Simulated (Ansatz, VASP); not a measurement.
## Two plane-wave programs on SnO2

```
Sn O
1.0
     4.75920    0.00000    0.00000
     0.00000    4.75920    0.00000
     0.19208    0.00000    3.20127
Sn O
2 4
Direct
  0.50000 0.50000 0.50000
  0.00000 0.00000 0.00000
  0.19612 0.80765 0.49247
  0.80388 0.19235 0.50753
  0.30388 0.30765 0.00753
  0.69612 0.69235 0.99247
```

Change from the starting cell: shear of c along a, cell held, atoms relaxed: +6.0 %.

Alike in both runs: functional r2SCAN; k mesh 6 × 6 × 8; occupations gaussian, width 0.02 eV; no spin polarisation.

Ansatz relaxed the structure, and its values are those at the end. VASP's run is a single point on that final structure, the one shown.

|  | VASP | Ansatz |
| --- | --- | --- |
| version | VASP 6.6.1 | Ansatz 0.2.0 |
| potentials or method | VASP PAW PBE potentials, release 64 (Sn_d, O), cutoff 520 eV | scalar-relativistic, plane waves, PAW |
| valence electrons in the cell | 52 | 52 |

```tsv
	VASP	Ansatz	Ansatz less VASP
gap on the k mesh at the Fermi level (eV)	1.75	1.72	-0.024
least direct gap on the mesh (eV)	1.75	1.72	-0.024
pressure (GPa)	1.1	0.0	-1.10
rms of the force components (eV/Å)	0.015	0.002	-0.0139
```

VASP's potentials were made for PBE, not for r2SCAN. The functional is the same, so the differences come from potentials, cutoffs and numerics. Ansatz's warnings: stress scf threshold loose.
